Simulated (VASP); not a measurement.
Ti3W2:

```
Ti W
1.0
     4.01622    0.00000    0.00000
    -2.00811    3.47815    0.00000
     0.00000    0.00000    6.41589
Ti W
3 2
Cartesian
  2.0081 0.0000 3.2079
  -1.0041 1.7391 3.2079
  1.0041 1.7391 3.2079
  0.0000 0.0000 1.1324
  0.0000 0.0000 5.2835
```

The cell was built from a structure type or drawn by symmetry, and may not be a known phase.

| Item | Value |
| --- | --- |
| Program | VASP 6.6.1 |
| Task | relaxation of cell and atoms |
| Functional | PBE |
| Potentials or basis | VASP PAW PBE potentials, release 64 (Ti_sv, W_sv) |
| Cutoff | 600 eV |
| k mesh | 6 × 6 × 4 |
| Occupations | gaussian, width 0.1 eV |
| Spin | no spin polarisation |

At the start: pressure 34.0 GPa; volume 17.92 Å³/atom.

Where does the relaxation end?

Over 21 steps the energy falls by 1690.5 meV/atom and the volume is 24.10 Å³/atom (+34.5 %); space group P6/mmm (No. 191, to 0.1 Å) before and after.

Step by step:
| step | energy change (eV) | largest force (eV/Å) | pressure (GPa) | volume (Å³) |
| --- | --- | --- | --- | --- |
| 1 | 0.0000 | 1.5647 | 34.00 | 89.62 |
| 2 | -3.3598 | 0.7477 | -11.25 | 146.67 |
| 3 | -3.9464 | 1.3112 | -4.42 | 124.75 |
| 4 | -3.9605 | 1.1812 | -5.60 | 127.83 |
| 5 | -5.4360 | 3.4506 | -1.37 | 121.17 |
| 6 | -5.6519 | 6.7484 | 3.68 | 116.51 |
| 7 | -6.3206 | 6.7565 | 3.20 | 115.89 |
| 8 | -8.0156 | 2.0104 | 3.43 | 112.92 |
| 9 | -8.1471 | 2.3136 | 1.55 | 114.72 |
| 10 | -8.1791 | 2.4905 | 0.60 | 115.97 |
| 11 | -8.3151 | 1.7383 | 0.97 | 116.50 |
| 12 | -8.3823 | 0.7484 | 1.51 | 116.93 |
| 13 | -8.3438 | 2.3134 | 3.30 | 117.79 |
| 14 | -8.3987 | 0.1598 | 1.99 | 117.21 |
| 15 | -8.4323 | 0.0262 | 0.72 | 118.90 |
| 16 | -8.4473 | 0.1034 | -0.69 | 121.13 |
| 17 | -8.4473 | 0.1094 | -0.73 | 121.22 |
| 18 | -8.4515 | 0.0008 | -0.22 | 120.79 |
| 19 | -8.4524 | 0.0696 | 0.05 | 120.53 |
| 20 | -8.4524 | 0.0856 | 0.10 | 120.47 |
| 21 | -8.4526 | 0.0316 | 0.02 | 120.52 |

Final structure:
```yaml
crystal:
  lattice:
    - [5.28423, 0.00000, 0.00000]
    - [-2.64211, 4.57628, 0.00000]
    - [0.00000, 0.00000, 4.98401]
  atoms:
    - { symbol: Ti, position: [0.50000, 0.00000, 0.50000] }
    - { symbol: Ti, position: [0.00000, 0.50000, 0.50000] }
    - { symbol: Ti, position: [0.50000, 0.50000, 0.50000] }
    - { symbol: W, position: [0.00000, 0.00000, 0.27057] }
    - { symbol: W, position: [0.00000, 0.00000, 0.72943] }
```

Caveat: the volume moved by over 15 % at a fixed basis, so the end points are rough.
